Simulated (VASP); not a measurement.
Input of a VASP 6.6.1 run:

INCAR

```
SYSTEM = CoSi2
ALGO = Normal
EDIFF = 1E-6
ENCUT = 520
GGA = PE
ISIF = 2
ISMEAR = 0
LASPH = .TRUE.
LCHARG = .TRUE.
LELF = .TRUE.
LREAL = .FALSE.
LVHAR = .TRUE.
LWAVE = .FALSE.
NBANDS = 16
NELM = 100
PREC = Accurate
SIGMA = 0.1
```

KPOINTS

```
k-points
0
G
  6 6 6
  0 0 0
```

POSCAR

```
CoSi2
1.0
    3.8237581575      0.0000000000      0.0000000000
    0.0000000000      3.8237581575      0.0000000000
    0.0000000000      0.0000000000      2.6785580356
Co Si
1 2
Direct
    0.5000000000      0.5000000000      0.0000000000
    0.0000000000      0.5000000000      0.5000000000
    0.5000000000      0.0000000000      0.5000000000
```

Potentials or basis: VASP PAW PBE potentials, release 64 (Co, Si).

The run is started by

```console
$ cat potpaw_PBE.64/Co/POTCAR potpaw_PBE.64/Si/POTCAR > POTCAR
$ mpirun -np 1 vasp_std > vasp.out
```

Estimate the pressure.

-0.1 GPa.

Caveat: the k points lie up to 0.39 Å⁻¹ apart. Spin polarisation is off, so any magnetic state and its effect on volume and gap are missing.
